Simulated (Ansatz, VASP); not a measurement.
**Ni: VASP beside Ansatz**

```xyz
1
Lattice="0.0000 1.7381 1.7381 1.7381 0.0000 1.7381 1.7381 1.7381 0.0000" Properties=species:S:1:pos:R:3 pbc="T T T"
Ni    0.0000    0.0000    0.0000
```

Alike in both runs: task single point; functional r2SCAN; k mesh 15 × 15 × 15; occupations methfessel-paxton of order 1, width 0.3 eV; collinear spin.

```csv
,VASP,Ansatz
version,VASP 6.6.1,Ansatz 0.2.0
potentials or method,"VASP PAW PBE potentials, release 64 (Ni), cutoff 520 eV","plane waves (500 eV) with PAW, scalar-relativistic"
valence electrons in the cell,10,18
```

|  | VASP | Ansatz | Ansatz less VASP |
| --- | --- | --- | --- |
| pressure (GPa) | 0.3 | 0.0 | -0.33 |
| net moment per atom (μB) | 0.69 | 0.71 | +0.016 |
| size of the moment on the site where the two differ most (μB) | 0.71 | 0.78 | +0.063 |

VASP's potentials were made for PBE, not for r2SCAN. Site moments also hang on the region over which each program counts them. The functional is the same, so the differences come from potentials, cutoffs and numerics. VASP's potentials hold 10 valence electrons a cell and Ansatz's 18, so a difference there can come from the potentials and not from the codes. Ansatz's warnings: stability check not made.
